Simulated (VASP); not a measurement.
# C: single point with PBE

C:

```
CELL_PARAMETERS angstrom
-2.52302 2.52302 1.43540
2.52302 -2.52302 1.43540
2.52302 2.52302 -1.43540
ATOMIC_POSITIONS crystal
C 0.50000 0.50000 0.00000
C 0.25000 0.75000 0.50000
C 0.80331 0.62500 0.67831
C 0.94669 0.12500 0.32169
C 0.37500 0.19669 0.32169
C 0.87500 0.05331 0.67831
```

The cell was built from a structure type or drawn by symmetry, and may not be a known phase.

```json
{"Program": "VASP 6.6.1", "Task": "single point", "Functional": "PBE", "Potentials or basis": "VASP PAW PBE potentials, release 64 (C_h)", "Cutoff": "910 eV", "k mesh": "12 × 12 × 12", "Occupations": "gaussian, width 0.02 eV", "Spin": "no spin polarisation", "Dipole correction": "no", "Further INCAR settings": "ALGO = Normal; EDIFF = 1e-06; NBANDS = 21"}
```

```
Pressure               : -0.3 GPa
Largest force          : 0.011 eV/Å
Band gap on the k mesh : 1.41 eV (least direct gap 2.73 eV)
```

Forces in eV/Å, atoms in the order of the input:
```
C    0.000  0.000  0.000
C    0.000  0.000  0.000
C    0.000  0.011  0.000
C    0.000 -0.011  0.000
C   -0.011  0.000  0.000
C    0.011  0.000  0.000
```

Stress tensor (GPa, compression positive):
```
-0.28  0.00  0.00
 0.00 -0.28  0.00
 0.00  0.00 -0.20
```

Levels at points of the mesh, in eV from the valence-band top:
| k point | band 10 | band 11 | band 12 | band 13 | band 14 | band 15 |
| --- | --- | --- | --- | --- | --- | --- |
| (0.00, 0.00, 0.00) | -4.06 | -3.30 | -3.30 | 1.41 | 2.68 | 5.41 |
| (0.50, 0.00, 0.00) | -4.00 | -3.59 | -2.11 | 3.30 | 3.94 | 5.55 |
| (0.50, 0.50, 0.00) | -4.43 | -3.04 | -0.91 | 3.52 | 4.85 | 4.85 |
| (0.50, 0.50, 0.50) | -1.94 | -1.77 | -1.77 | 3.91 | 3.91 | 4.40 |

It took 2.3 min on 1 thread of Intel(R) Xeon(R) 6975P-C (Granite Rapids) (shared host), peak memory 0.35 GiB.

Caveat: the cutoff is under 1.25 times the usual one of these potentials, so pressure, stress and relaxed cells hold a basis-set (Pulay) error. A k mesh can miss the band edges.
